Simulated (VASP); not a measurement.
Crystal: SiC3.

```xyz
4
Lattice="1.3740 0.7933 4.6974 -1.3740 0.7933 4.6974 0.0000 -1.5865 4.6974" Properties=species:S:1:pos:R:3 pbc="T T T"
C     1.3740    0.7933    4.8200
C     0.0000    0.0000    6.8744
C     0.0000    0.0000    5.3406
Si    0.0000    0.0000   12.3237
```

This cell differs from its parent crystal: epitaxial xy strain -2.9%.

Base run:

- Program: VASP 6.6.1
- Functional: r2SCAN
- Potentials or basis: VASP PAW PBE potentials, release 64 (C, Si)
- Cutoff: 520 eV
- k mesh: 10 × 10 × 10
- Occupations: gaussian, width 0.01 eV
- Spin: no spin polarisation

Its results: band gap on the k mesh 1.36 eV, indirect (least direct gap 3.25 eV); pressure 15.3 GPa; largest force 0.090 eV/Å.

The run is repeated on the same cell with these changes: functional from r2SCAN to PBE; occupations from gaussian, width 0.01 eV to fermi-dirac, width 0.02 eV. What comes out?

Band gap on the k mesh 1.05 eV, indirect (least direct gap 2.84 eV); pressure 18.6 GPa; largest force 0.377 eV/Å.

Caveats: the PAW data sets were made with another functional, which shifts forces and pressure a little (some runs).

A k mesh can miss the band edges.
